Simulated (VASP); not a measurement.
Set up this calculation in VASP 6.6.1, as the native input.

| Quantity | Value |
| --- | --- |
| Task | single point |
| Functional | PBEsol |
| Potentials or basis | VASP PAW PBE potentials, release 64 (In_d, As) |
| Cutoff | 520 eV |
| k mesh | 14 × 14 × 14 |
| Occupations | gaussian, width 0.15 eV |
| Spin | no spin polarisation |
| Dipole correction | no |
| Further INCAR settings | ALGO = Normal; EDIFF = 1e-06; NBANDS = 16 |

The structure of InAs lies in POSCAR:

```
InAs
1.0
    0.0000000000      3.0517563438      2.7862287444
    2.7862287444      0.0000000000      2.7862287444
    2.7862287444      3.0517563438      0.0000000000
In As
1 1
Direct
    0.0000000000      0.0000000000      0.0000000000
    0.7500000000      0.7500000000      0.7500000000
```

This cell differs from its parent crystal: volume 23.691 Å^3 an atom, c/a of the conventional cell 1.0953.

These files were run (other wordings do the same):

INCAR

```
PREC     = Accurate       # precision mode
ENCUT    = 520            # plane-wave cutoff, eV
EDIFF    = 1E-6           # SCF threshold, eV
ISMEAR   = 0              # smearing method
SIGMA    = 0.15           # smearing width, eV
LREAL    = F              # projectors in reciprocal space
LASPH    = T              # aspherical terms in the spheres
NELM     = 60             # most SCF steps
ALGO     = Normal         # electronic algorithm
ISIF     = 2              # what is computed and relaxed
LWAVE    = F              # write WAVECAR
LCHARG   = F              # write CHGCAR
GGA      = PS             # functional
NBANDS   = 16             # bands
```

KPOINTS

```
Automatic mesh
0
Gamma
  14 14 14
```

Potentials or basis: VASP PAW PBE potentials, release 64 (In_d, As).

Launch:

```sh
$ cat potpaw_PBE.64/In_d/POTCAR potpaw_PBE.64/As/POTCAR > POTCAR
$ mpirun -np 1 vasp_std > vasp.out
```

Results of the run:

```yaml
Pressure: 14.4 GPa
Band_gap_on_the_k_mesh: 0.27 eV, direct
```

Caveat: the PAW data sets were made with another functional, which shifts forces and pressure a little; spin-orbit coupling is left out, which moves the levels of the heavy elements.

Run time: 2.1 min on 1 thread of Intel(R) Xeon(R) Platinum 8259CL CPU @ 2.50GHz (Skylake/Cascade Lake), with other jobs on the host, peak memory 0.33 GiB.
